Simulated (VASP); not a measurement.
A run of VASP 6.6.1 is set up as follows.

File POSCAR:

```
BN
1.0
    0.0000000000      1.8029875174      1.8029875174
    1.8029875174      0.0000000000      1.8029875174
    1.8029875174      1.8029875174      0.0000000000
B N
1 1
Direct
    0.0000000000      0.0000000000      0.0000000000
    0.2500000000      0.2500000000      0.2500000000
```

The input INCAR.step1:

```
PREC = Accurate
ENCUT = 660
ISMEAR = 0
SIGMA = 0.02
LREAL = F
LASPH = T
NELM = 120
NBANDS = 11
GGA = PE
ALGO = Normal
EDIFF = 1E-5
LWAVE = T
LCHARG = F
GGA_COMPAT = F
```

Contents of INCAR.step2:

```
PREC = Accurate
ENCUT = 660
EDIFF = 1E-6
ISMEAR = 0
SIGMA = 0.02
LREAL = F
LASPH = T
NELM = 120
ALGO = Normal
ISIF = 2
LWAVE = F
LCHARG = F
METAGGA = R2SCAN
LMIXTAU = T
LUSE_VDW = T
IVDW_NL = 2
BPARAM = 11.95
CPARAM = 0.0093
NBANDS = 11
ISTART = 1
GGA_COMPAT = F
```

KPOINTS

```
regular mesh
0
Gamma
  12 12 12
```

Potentials or basis: VASP PAW PBE potentials, release 64 (B, N).

Command:

```console
$ cat potpaw_PBE.64/B/POTCAR potpaw_PBE.64/N/POTCAR > POTCAR
$ cp INCAR.step1 INCAR
$ mpirun -np 1 vasp_std > vasp.out
$ cp INCAR.step2 INCAR
$ mpirun -np 1 vasp_std > vasp.out
```

Task: Estimate the pressure.

Result: 1.5 GPa.

Task: What does it give for the band gap on the k mesh?

Result: 4.94 eV, indirect (least direct gap 9.55 eV).

Caveat: the PAW data sets were made with another functional, which shifts forces and pressure a little. r2SCAN opens gaps a little over a GGA but as a rule still falls short of measured ones.
